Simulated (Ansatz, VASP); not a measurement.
**Two plane-wave programs on W**

Contents of INCAR:

```
SYSTEM = W
ALGO = Normal
EDIFF = 1E-6
ENCUT = 520
GGA = RE
ISIF = 2
ISMEAR = -1
LASPH = .TRUE.
LCHARG = .FALSE.
LREAL = .FALSE.
LWAVE = .FALSE.
NBANDS = 13
NELM = 100
PREC = Accurate
SIGMA = 0.1
```

KPOINTS

```
k-points
0
G
  23 23 23
  0 0 0
```

The input POSCAR:

```
W
1.0
   -1.6179765060      1.6179765060      1.6179765060
    1.6179765060     -1.6179765060      1.6179765060
    1.6179765060      1.6179765060     -1.6179765060
W
1
Direct
    0.0000000000      0.0000000000      0.0000000000
```

Input for Ansatz:

```yaml
crystal:
  lattice:
    - [-1.617976506, 1.617976506, 1.617976506]
    - [1.617976506, -1.617976506, 1.617976506]
    - [1.617976506, 1.617976506, -1.617976506]
  atoms:
    - { symbol: W, position: [0.0, 0.0, 0.0] }
hamiltonian:
  xc: revpbe
  pseudopotentials:
    kind: paw
    azcp:
      W: "pseudopotentials/W.paw.azcp"
basis:
  ecutwfc: 420
  fft_grid_basis: typed
kpoints:
  mp_grid: { grid: [23, 23, 23], shift: [0, 0, 0] }
magnetization:
  spin_polarized: false
scf:
  occupations: { method: fermi_dirac, width: 0.1 }
output:
  stress: true
```

Alike in both runs: task single point; functional revPBE; k mesh 23 × 23 × 23; occupations fermi-dirac, width 0.1 eV; no spin polarisation.

|  | VASP | Ansatz |
| --- | --- | --- |
| version | VASP 6.6.1 | Ansatz 0.2.0 |
| potentials or method | VASP PAW PBE potentials, release 64 (W_sv), cutoff 520 eV | plane waves (420 eV) with PAW, scalar-relativistic |
| valence electrons in the cell | 14 | 14 |

VASP gave:

```
pressure (GPa) : -10.6
```

Problem. Which values does Ansatz return?

Solution. Pressure (GPa): -10.9.

VASP's potentials were made for PBE, not for revPBE.

Neither program's run includes spin-orbit coupling.
